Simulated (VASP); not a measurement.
Runs of VASP 6.6.1 on ZnSe (zincblende type). The structure is that of space group F-43m (No. 216), or close to it. The cells are those of the table. 

| task | cell | cutoff (eV) | gap on the mesh (eV) | pressure (GPa) |
| --- | --- | --- | --- | --- |
| single point | a = 3.937 Å, angles 60.0°, 2 atoms | 520 | 1.29 | 0.4 |
| single point | a = 3.226 Å, angles 60.0°, 2 atoms | 520 | 0.69 | 169.4 |
| single point | a = 3.857 Å, angles 60.0°, 2 atoms | 520 | (b) | (a) |
| single point | a = 3.773 Å, angles 60.0°, 2 atoms | 520 | 1.86 | 12.8 |
| single point | a = 3.529 Å, angles 60.0°, 2 atoms | 520 | 1.76 | 50.9 |
| single point | a = 3.655 Å, angles 60.0°, 2 atoms | 520 | 2.11 | 27.4 |
| relaxation of cell and atoms | relaxed from a = 4.073 Å, angles 60.0°, 2 atoms | 600 | 1.27 | 0.0 |

Alike in all rows: level LDA; potentials or basis VASP PAW LDA potentials, release 64 (Zn, Se); no spin polarisation; k mesh 11 × 11 × 11; smearing fermi-dirac 0.08 eV.

Problem. Estimate the missing entries.

Solution. (a) 5.6; (b) 1.56.

A k mesh can miss the band edges, and the runs leave out spin-orbit coupling on Se.
